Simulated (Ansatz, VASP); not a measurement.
# One calculation of SnSe, two programs

```
CELL_PARAMETERS angstrom
0.00000 3.01000 3.04010
3.01000 0.00000 3.04010
3.01000 3.01000 0.00000
ATOMIC_POSITIONS crystal
Sn 0.00000 0.00000 0.00000
Se 0.50000 0.50000 0.50000
```

Change from the starting cell: strain +0.0100 x Voigt [0, 0, 1, 0, 0, 0], atoms carried along.

Alike in both runs: task single point; functional LDA; k mesh 8 × 8 × 8; occupations gaussian, width 0.05 eV; no spin polarisation.

|  | VASP | Ansatz |
| --- | --- | --- |
| version | VASP 6.6.1 | Ansatz 0.2.0 |
| potentials or method | VASP PAW LDA potentials, release 64 (Sn_d, Se), cutoff 520 eV | scalar-relativistic, plane waves, PAW |
| valence electrons in the cell | 20 | 30 |

|  | VASP | Ansatz | Ansatz less VASP |
| --- | --- | --- | --- |
| gap on the k mesh at the Fermi level (eV) | 0.59 | 0.57 | -0.018 |
| least direct gap on the mesh (eV) | 0.59 | 0.57 | -0.018 |
| pressure (GPa) | -3.7 | -3.8 | -0.06 |
| traceless stress, the component that is largest in VASP (GPa) | -0.68 | -0.67 | +0.008 |

LDA's correlation is that of Perdew and Zunger in VASP and of Perdew and Wang (1992) in Ansatz. VASP's potentials hold 20 valence electrons a cell and Ansatz's 30, so a difference there can come from the potentials and not from the codes.
